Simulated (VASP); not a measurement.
# Pt (I4_1/amd) in VASP: relaxation of cell and atoms with PBE

Aim: the relaxation of cell and atoms of Pt with PBE.

Program: VASP 6.6.1. These are calculated values, not measurements. Logs are shortened: lines on timing, memory, paths and dates and some standing lists are left out, and cuts for length are marked.

## (1) The cell of the first run

It takes space group I4_1/amd (No. 141, tetragonal). The conventional cell has a = 4.812 Å, b = 4.812 Å, c = 2.584 Å, α = 90.00°, β = 90.00°, γ = 90.00°. Within 3.3 Å of Pt (site symmetry -4m2) lie 10 Pt at 2.49 to 3.09 Å.

## (2) Relaxation of cell and atoms, PBE, target pressure 41 GPa, at which the enthalpy is minimised

Contents of INCAR:

```
SYSTEM = Pt
PREC = Accurate ; ENCUT = 600
EDIFF = 1E-6 ; ISMEAR = -1
SIGMA = 0.1 ; LREAL = .False.
LASPH = .True. ; NELM = 60
ALGO = Normal ; ISIF = 3
LWAVE = .False. ; LCHARG = .False.
GGA = PE ; IBRION = 2
NSW = 32 ; EDIFFG = -0.005
PSTRESS = 410.0
```

Contents of KPOINTS:

```
Automatic mesh
0
Gamma
  17 17 17
  0 0 0
```

Contents of POSCAR:

```
Pt
1.0
   -2.4061731932      2.4061731932      1.2918570179
    2.4061731932     -2.4061731932      1.2918570179
    2.4061731932      2.4061731932     -1.2918570179
Pt
2
Direct
   -0.3750000000     -0.1250000000     -0.2500000000
    0.3750000000      0.1250000000      0.2500000000
```

Potentials or basis: VASP PAW PBE potentials, release 64 (Pt).

Started as:

```sh
$ cat potpaw_PBE.64/Pt/POTCAR > POTCAR
$ mpirun -np 1 vasp_std > vasp.out
```

OUTCAR:

```text
SYSTEM = Pt
   PREC = Accurate
   ENCUT = 600
   EDIFF = 1E-6
   ISMEAR = -1
   LREAL = .False.
   LASPH = .True.
   NELM = 60
   ISIF = 3
   GGA = PE
   IBRION = 2
   NSW = 32
   EDIFFG = -0.005
   PSTRESS = 410.0

 ion  position               nearest neighbor table
   1  0.625  0.875  0.750-   2 2.49   2 2.49   2 2.49   2 2.49   2 3.09   2 3.09   2 3.09   2 3.09

   2  0.375  0.125  0.250-   1 2.49   1 2.49   1 2.49   1 2.49   1 3.09   1 3.09   1 3.09   1 3.09

  LATTYP: Found a body centered tetragonal cell.
 ALAT       =     4.8123463864
 C/A-ratio  =     0.5368927813

  Lattice vectors:

 A1 = (  -2.4061731932,   2.4061731932,   1.2918570179)
 A2 = (   2.4061731932,  -2.4061731932,   1.2918570179)
 A3 = (   2.4061731932,   2.4061731932,  -1.2918570179)

Analysis of symmetry for initial positions (statically):
=====================================================================
 Subroutine PRICEL returns:
 Original cell was already a primitive cell.

 Routine SETGRP: Setting up the symmetry group for a
 body centered tetragonal supercell.

 Subroutine GETGRP returns: Found 16 space group operations
 (whereof  4 operations were pure point group operations)
 out of a pool of 16 trial point group operations.

The static configuration has the point symmetry C_2h.
 The point group associated with its full space group is D_4h.

Analysis of symmetry for dynamics (positions and initial velocities):
=====================================================================
 Subroutine PRICEL returns:
 Original cell was already a primitive cell.

 Routine SETGRP: Setting up the symmetry group for a
 body centered tetragonal supercell.

 Subroutine GETGRP returns: Found 16 space group operations
 (whereof  4 operations were pure point group operations)
 out of a pool of 16 trial point group operations.

The dynamic configuration has the point symmetry C_2h.
 The point group associated with its full space group is D_4h.

 Subroutine INISYM returns: Found 16 space group operations
 (whereof  4 operations are pure point group operations),
 and found     1 'primitive' translations

----------------------------------------------------------------------------------------

                                     Primitive cell

  volume of cell :      29.9177

  direct lattice vectors                    reciprocal lattice vectors
[... 105 lines left out ...]
   IMIX   =      4    mixing-type and parameters
     AMIX     =   0.40;   BMIX     =  1.00
     AMIX_MAG =   1.60;   BMIX_MAG =  1.00
  volume/ion in A,a.u.               =      14.96       100.95
  Fermi-wavevector in a.u.,A,eV,Ry     =   1.431448  2.705044 27.878908  2.049042
  Thomas-Fermi vector in A             =   2.551183
   LORBIT       =      0    0 simple, 1 ext, 2 COOP (PROOUT), +10 PAW based schemes
   GGA     = PE    functional components
   LHFCALC =     F    Hartree Fock is set to
   AEXX    =    0.0000 exact exchange contribution
   IVDW    =     0    specifies the selected vdW correction
   LEPSILON=     F    determine dielectric tensor
   LRPA    =     F    only Hartree local field effects (RPA)
 conjugate gradient relaxation of ions
 non-spin polarized calculation
  energy-cutoff  :      600.00
  volume of cell :       29.92
 maximum number of plane-waves:      1029
 NGX is ok and might be reduce to    30
   NGX = 15   NGY = 15   NGZ = 15

--------------------------------------- Ionic step        1  -------------------------------------------

 number of electron      20.0000004 magnetization

 Free energy of the ion-electron system (eV)
  ---------------------------------------------------
  ext. energy  EPLUGINS =         0.00000000
  ---------------------------------------------------
  free energy    TOTEN  =       -11.17269529 eV

  energy without entropy =      -11.11440152  energy(sigma->0) =      -11.14354840

------------------------ aborting loop because EDIFF is reached ----------------------------------------

  FORCE on cell =-STRESS in cart. coord.  units (eV):
  Direction    XX          YY          ZZ          XY          YZ          ZX
  --------------------------------------------------------------------------------------
  -------------------------------------------------------------------------------------
  Total        7.5145551      7.5145551      7.5355392     -0.0000000      0.0000000      0.0000000
  in kB      402.4256451    402.4256451    403.5494039     -0.0000000      0.0000000      0.0000000
  external PRESSURE =      -7.1997686 kB  Pullay stress =     410.0000000 kB
[... 101 lines left out ...]
--------------------------------------- Ionic step        4  -------------------------------------------

 number of electron      20.0000004 magnetization

 Free energy of the ion-electron system (eV)
  ---------------------------------------------------
  ext. energy  EPLUGINS =         0.00000000
  ---------------------------------------------------
  free energy    TOTEN  =       -11.15959917 eV

  energy without entropy =      -11.10148726  energy(sigma->0) =      -11.13054321

 E-fermi :  11.5247     XC(G=0): -13.4586

 val. band max:       11.5223500706   @ k =   0.2353   0.2353   0.1765
 cond. band min:      11.5251777066   @ k =  -0.4706   0.1765   0.0000
 fundamental gap:      0.0028276359
 Fermi energy:        11.5246675454

 k-point     1 :       0.0000    0.0000    0.0000
  band No.  band energies     occupation
      1       1.2191      2.00000
      2       4.1170      2.00000
      3       4.8617      2.00000
      4       5.3677      2.00000
      5       6.0626      2.00000
      6       9.8993      2.00000
      7       9.8993      2.00000
      8       9.9605      2.00000
      9       9.9605      2.00000
     10      11.9623      0.02483
     11      13.2961      0.00000
     12      16.5780      0.00000
     13      16.5780      0.00000
     14      24.1404      0.00000
[... 377 lines left out ...]
      1       1.4826      2.00000
      2       4.2727      2.00000
      3       4.9424      2.00000
      4       5.5065      2.00000
      5       6.1170      2.00000
      6       9.4224      2.00000
      7       9.4954      2.00000
      8      10.1093      2.00000
      9      10.1720      2.00000
     10      11.8172      0.10188
     11      12.7694      0.00001
     12      16.2735      0.00000
     13      17.4234      0.00000
     14      24.7139      0.00000

 [... further k-points ...]

------------------------ aborting loop because EDIFF is reached ----------------------------------------

  FORCE on cell =-STRESS in cart. coord.  units (eV):
  Direction    XX          YY          ZZ          XY          YZ          ZX
  --------------------------------------------------------------------------------------
  -------------------------------------------------------------------------------------
  Total        7.6349971      7.6349971      7.6459568      0.0000000     -0.0000000      0.0000000
  in kB      409.5829836    409.5829836    410.1709234      0.0000000     -0.0000000      0.0000000
  external PRESSURE =      -0.2210365 kB  Pullay stress =     410.0000000 kB
[... 21 lines left out ...]
  energy  without entropy=      -11.1014872591  energy(sigma->0) =      -11.13054321

  enthalpy is  TOTEN    =        -3.5168285176 eV   P V=        7.6427706493

 reached required accuracy - stopping structural energy minimisation
```

OSZICAR:

```text
N       E                     dE             d eps       ncg     rms          rms(c)
DAV:   1     0.114516575318E+03    0.11452E+03   -0.11686E+04 11348   0.156E+03
DAV:   2    -0.972404092069E+01   -0.12424E+03   -0.11884E+03 13080   0.295E+02
DAV:   3    -0.118592518749E+02   -0.21352E+01   -0.21164E+01 13002   0.398E+01
[... 24 lines left out ...]
   3 F= -.35168286E+01 E0= -.34877762E+01  d E =-.125466E-03
       N       E                     dE             d eps       ncg     rms          rms(c)
DAV:   1    -0.111596003593E+02   -0.56426E-03   -0.21319E-05 11778   0.477E-02    0.762E-03
DAV:   2    -0.111595993104E+02    0.10489E-05   -0.20484E-06  6216   0.138E-02    0.324E-03
DAV:   3    -0.111595991669E+02    0.14349E-06   -0.28678E-07  5898   0.466E-03
   4 F= -.35168285E+01 E0= -.34877726E+01  d E =-.125431E-03
```

CONTCAR:

```text
Pt
   1.00000000000000
    -2.4047151737080039    2.4047151737080039    1.2911903568308416
     2.4047151737080039   -2.4047151737080039    1.2911903568308416
     2.4047151737080039    2.4047151737080039   -1.2911903568308416
  Pt
     2
Direct
     0.6250000000000000    0.8750000000000000    0.7500000000000000
     0.3750000000000000    0.1250000000000000    0.2500000000000000

  0.00000000E+00  0.00000000E+00  0.00000000E+00
  0.00000000E+00  0.00000000E+00  0.00000000E+00
```

It took 3.1 min on 1 thread of Intel Xeon 6975P-C (Granite Rapids), shared host; peak memory 0.33 GiB.

Results:

- Free energy: -11.1596 eV
- Relaxed volume: 14.93 Å³/atom
- Relaxed cell: a = 3.638 Å, b = 3.638 Å, c = 3.638 Å, α = 97.24°, β = 97.24°, γ = 138.42°
- Space group after relaxing (to 0.1 Å): I4_1/amd (No. 141)
- Energy change on relaxing (the run minimises the enthalpy): +6.5 meV/atom
- Ionic steps: 4
- Pressure after relaxing: 41.0 GPa
- Band gap on the k mesh: zero (bands 10 and 11 overlap by 2.23 eV)

Step by step:
```tsv
step	energy change (eV)	largest force (eV/Å)	pressure (GPa)	volume (Å³)
1	0.0000	0.0000	40.28	29.92
2	0.0765	0.0000	44.30	29.63
3	0.0137	0.0000	41.03	29.86
4	0.0131	0.0000	40.98	29.87
```

Final structure:
```
Pt
1.0
    -2.40472    2.40472    1.29119
     2.40472   -2.40472    1.29119
     2.40472    2.40472   -1.29119
Pt
2
Cartesian
  2.4047 1.2024 0.9684
  0.0000 1.2024 0.3228
```

Levels at points of the mesh, in eV from the Fermi level:
```
           k point  band 7  band 8  band 9  band 10  band 11  band 12  band 13  band 14
(0.00, 0.00, 0.00)   -1.63   -1.56   -1.56     0.44     1.77     5.05     5.05    12.62
```

Caveat: the cell is relaxed towards a set pressure, so the run minimises the enthalpy, not the energy; spin-orbit coupling is left out, which moves the levels of the heavy elements.
